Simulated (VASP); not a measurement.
# Ti (P6_3/mmc) in VASP: further runs

The runs below take Ti through single point, with PBEsol.

Program: VASP 6.6.1. These are calculated values, not measurements. Logs are shortened: lines on timing, memory, paths and dates and some standing lists are left out, and cuts for length are marked.

### 1 The cell of the first run

It takes space group P6_3/mmc (No. 194, hexagonal). The conventional cell has a = 2.950 Å, b = 2.950 Å, c = 4.686 Å, α = 90.00°, β = 90.00°, γ = 120.00°. Within 3.8 Å of Ti (site symmetry -6m2) lie 12 Ti at 2.90 to 2.95 Å.

### 2 Single point, PBEsol

INCAR

```
SYSTEM = Ti
  PREC = Accurate
  ENCUT = 520
  EDIFF = 1E-6
  ISMEAR = 0
  SIGMA = 0.15
  LREAL = .False.
  LASPH = .True.
  NELM = 80
  ALGO = Fast
  ISIF = 2
  LWAVE = .False.
  LCHARG = .False.
  GGA = PS
  NBANDS = 19
```

KPOINTS

```
regular mesh
0
Gamma
  18 18 10
  0 0 0
```

POSCAR

```
Ti
1.0
    2.9499978604      0.0000000000      0.0000000000
   -1.4749989302      2.5547730882      0.0000000000
    0.0000000000      0.0000000000      4.6860000000
Ti
2
Direct
    0.3333333333      0.6666666667      0.2500000000
    0.6666666667      0.3333333333      0.7500000000
```

Potentials or basis: VASP PAW PBE potentials, release 64 (Ti_sv).

Run with:

```sh
cat potpaw_PBE.64/Ti_sv/POTCAR > POTCAR
mpirun -np 1 vasp_std > vasp.out
```

OUTCAR:

```text
SYSTEM = Ti
   PREC = Accurate
   ENCUT = 520
   EDIFF = 1E-6
   ISMEAR = 0
   LREAL = .False.
   LASPH = .True.
   NELM = 80
   ISIF = 2
   GGA = PS

 ion  position               nearest neighbor table
   1  0.333  0.667  0.250-   2 2.90   2 2.90   2 2.90   2 2.90   2 2.90   2 2.90
   2  0.667  0.333  0.750-   1 2.90   1 2.90   1 2.90   1 2.90   1 2.90   1 2.90

  LATTYP: Found a hexagonal cell.
 ALAT       =     2.9499978604
 C/A-ratio  =     1.5884757284

  Lattice vectors:

 A1 = (   2.9499978604,   0.0000000000,   0.0000000000)
 A2 = (  -1.4749989302,   2.5547730882,   0.0000000000)
 A3 = (   0.0000000000,   0.0000000000,   4.6860000000)

Analysis of symmetry for initial positions (statically):
=====================================================================
 Subroutine PRICEL returns:
 Original cell was already a primitive cell.

 Routine SETGRP: Setting up the symmetry group for a
 hexagonal supercell.

 Subroutine GETGRP returns: Found 24 space group operations
 (whereof 12 operations were pure point group operations)
 out of a pool of 24 trial point group operations.

The static configuration has the point symmetry D_3d.
 The point group associated with its full space group is D_6h.

Analysis of symmetry for dynamics (positions and initial velocities):
=====================================================================
 Subroutine PRICEL returns:
 Original cell was already a primitive cell.

 Routine SETGRP: Setting up the symmetry group for a
 hexagonal supercell.

 Subroutine GETGRP returns: Found 24 space group operations
 (whereof 12 operations were pure point group operations)
 out of a pool of 24 trial point group operations.

The dynamic configuration has the point symmetry D_3d.
 The point group associated with its full space group is D_6h.

 Subroutine INISYM returns: Found 24 space group operations
 (whereof 12 operations are pure point group operations),
 and found     1 'primitive' translations

----------------------------------------------------------------------------------------

                                     Primitive cell

  volume of cell :      35.3164

  direct lattice vectors                    reciprocal lattice vectors
     2.949997860  0.000000000  0.000000000     0.338983297  0.195712098  0.000000000
    -1.474998930  2.554773088  0.000000000     0.000000000  0.391424195  0.000000000
     0.000000000  0.000000000  4.686000000     0.000000000  0.000000000  0.213401622

  length of vectors
[... 75 lines left out ...]
   ICHARG =      2    charge: 1-file 2-atom 10-const
   ISPIN  =      1    spin polarized calculation?
   LNONCOLLINEAR =      F non collinear calculations
   LSORBIT =      F    spin-orbit coupling
   LASPH  =      T    aspherical Exc in radial PAW
   ENCUT  =  520.0 eV  38.22 Ry    6.18 a.u.   5.49  5.49  8.71*2*pi/ulx,y,z
   NELM   =     80;   NELMIN=  2; NELMDL= -5     # of ELM steps
   EDIFF  = 0.1E-05   stopping-criterion for ELM
   LREAL  =      F    real-space projection
   EDIFFG = 0.1E-04   stopping-criterion for IOM
   NSW    =      0    number of steps for IOM
   IBRION =     -1    ionic relax: 0-MD 1-quasi-New 2-CG
   NFREE  =      0    steps in history (QN), initial steepest desc. (CG)
   ISIF   =      2    stress and relaxation
   ISYM   =      2    0-nonsym 1-usesym 2-fastsym
   POTIM  = 0.5000    time-step for ionic-motion
   TEBEG  =    0.0;   TEEND  =   0.0 temperature during run
   PSTRESS=    0.0 pullay stress
   NELECT =      24.0000    total number of electrons
   NUPDOWN=      -1.0000    fix difference up-down
   EMIN   =  10.00;   EMAX   =-10.00  energy-range for DOS
   EFERMI =   0.00;   METHOD = LEGACY
   ISMEAR =     0;   SIGMA  =   0.15  broadening in eV -4-tet -1-fermi 0-gaus
   EFERMI_NEDOS =   21; number of points for ismear=-14 and -15
   IALGO  =     68    algorithm
   IMIX   =      4    mixing-type and parameters
     AMIX     =   0.40;   BMIX     =  1.00
     AMIX_MAG =   1.60;   BMIX_MAG =  1.00
  volume/ion in A,a.u.               =      17.66       119.16
  Fermi-wavevector in a.u.,A,eV,Ry     =   1.439306  2.719894 28.185854  2.071602
  Thomas-Fermi vector in A             =   2.558176
   LORBIT       =      0    0 simple, 1 ext, 2 COOP (PROOUT), +10 PAW based schemes
   GGA     = PS    functional components
   LHFCALC =     F    Hartree Fock is set to
   AEXX    =    0.0000 exact exchange contribution
   IVDW    =     0    specifies the selected vdW correction
   LEPSILON=     F    determine dielectric tensor
   LRPA    =     F    only Hartree local field effects (RPA)
 non-spin polarized calculation
 RMM-DIIS sequential band-by-band and
 Gauss-broadening in eV      SIGMA  =   0.15
  energy-cutoff  :      520.00
  volume of cell :       35.32
 maximum number of plane-waves:       980
 NGX is ok and might be reduce to    24
   NGX = 11   NGY = 11   NGZ = 17

 number of electron      24.0000001 magnetization

 Free energy of the ion-electron system (eV)
  ---------------------------------------------------
  ext. energy  EPLUGINS =         0.00000000
  ---------------------------------------------------
  free energy    TOTEN  =       -16.65226599 eV

  energy without entropy =      -16.62818299  energy(sigma->0) =      -16.64022449

 E-fermi :   8.0329     XC(G=0): -11.5562

 val. band max:        8.0296029211   @ k =   0.1667   0.0000   0.4000
 cond. band min:       8.0374380708   @ k =   0.3333   0.1667   0.4000
 fundamental gap:      0.0078351496
 Fermi energy:         8.0329061185

 k-point     1 :       0.0000    0.0000    0.0000
  band No.  band energies     occupation
      1     -48.6191      2.00000
      2     -48.4899      2.00000
      3     -25.2908      2.00000
      4     -24.6716      2.00000
      5     -24.6716      2.00000
      6     -24.6135      2.00000
[... 505 lines left out ...]
      6     -24.8319      2.00000
[... 11 lines left out ...]
     18      11.4452      0.00000
     19      12.1902      0.00000

 [... further k-points ...]
[... 5 lines left out ...]
  --------------------------------------------------------------------------------------
  -------------------------------------------------------------------------------------
  Total       -1.3034992     -1.3034992     -1.4280698      0.0000000      0.0000000      0.0000000
  in kB      -59.1350611    -59.1350611    -64.7863795      0.0000000      0.0000000      0.0000000
  external PRESSURE =     -61.0188339 kB  Pullay stress =       0.0000000 kB

 VOLUME and BASIS-vectors are now :
 -----------------------------------------------------------------------------
  energy-cutoff  :      520.00
  volume of cell :       35.32
      direct lattice vectors                 reciprocal lattice vectors
     2.949997860  0.000000000  0.000000000     0.338983297  0.195712098  0.000000000
    -1.474998930  2.554773088  0.000000000     0.000000000  0.391424195  0.000000000
     0.000000000  0.000000000  4.686000000     0.000000000  0.000000000  0.213401622

 POSITION                                       TOTAL-FORCE (eV/Angst)
 -----------------------------------------------------------------------------------
     -0.00000      1.70318      1.17150         0.000000      0.000000      0.000000
      1.47500      0.85159      3.51450        -0.000000      0.000000      0.000000
 -----------------------------------------------------------------------------------
    total drift:                               -0.000000      0.000000     -0.000000

  FREE ENERGIE OF THE ION-ELECTRON SYSTEM (eV)
  ---------------------------------------------------
  free  energy   TOTEN  =       -16.6522659949 eV

  energy  without entropy=      -16.6281829896  energy(sigma->0) =      -16.64022449
```

stdout:

```text
POSCAR found type information on POSCAR Ti
 POSCAR found :  1 types and       2 ions
 scaLAPACK will be used
 -----------------------------------------------------------------------------
|                                                                             |
|                                                                             |
|     You enforced a specific xc type in the INCAR file but a different       |
|     I HOPE YOU KNOW WHAT YOU ARE DOING!                                     |
|                                                                             |
 -----------------------------------------------------------------------------

 LDA part: xc-table for (Slater+PW92), standard interpolation
 POSCAR, INCAR and KPOINTS ok, starting setup
 FFT: planning ... GRIDC
 FFT: planning ... GRID_SOFT
 FFT: planning ... GRID
 WAVECAR not read
 entering main loop
WARNING in EDDRMM: call to ZHEGV failed, returncode =   6  3      9
WARNING in EDDRMM: call to ZHEGV failed, returncode =   6  3     15
WARNING in EDDRMM: call to ZHEGV failed, returncode =   8  4      8
WARNING in EDDRMM: call to ZHEGV failed, returncode =   6  3     11
WARNING in EDDRMM: call to ZHEGV failed, returncode =   8  4      8
WARNING in EDDRMM: call to ZHEGV failed, returncode =   8  4      4
WARNING in EDDRMM: call to ZHEGV failed, returncode =   8  4      5
WARNING in EDDRMM: call to ZHEGV failed, returncode =   8  4      7
WARNING in EDDRMM: call to ZHEGV failed, returncode =   6  3      4
```

Run time: 6 min. Hardware: 1 thread of Intel Xeon Platinum 8259CL at 2.50GHz (Skylake/Cascade Lake), shared host; peak memory 0.24 GiB.

Results:

| Property | Result |
| --- | --- |
| Free energy | -16.6523 eV |
| Pressure | -6.1 GPa |
| Band gap on the k mesh | zero (band 12 reaches 8.80 eV, above the bottom of band 13 at 7.71 eV) |

Stress tensor (GPa, compression positive):
```
-5.91  0.00  0.00
 0.00 -5.91  0.00
 0.00  0.00 -6.48
```

Levels at points of the mesh, in eV from the Fermi level:
```csv
k point,band 10,band 11,band 12,band 13,band 14,band 15
"(0.00, 0.00, 0.00)",-2.65,0.71,0.77,0.77,0.86,1.25
"(0.50, 0.00, 0.00)",-2.11,-1.81,-0.62,0.48,0.60,1.15
"(0.00, 0.00, 0.50)",-4.34,0.08,0.08,0.68,0.68,0.68
"(0.50, 0.00, 0.50)",-2.51,-0.80,-0.80,1.29,1.29,1.70
```

Caveat: the PAW data sets were made with another functional, which shifts forces and pressure a little.

(Continued in part 2 of 2.)
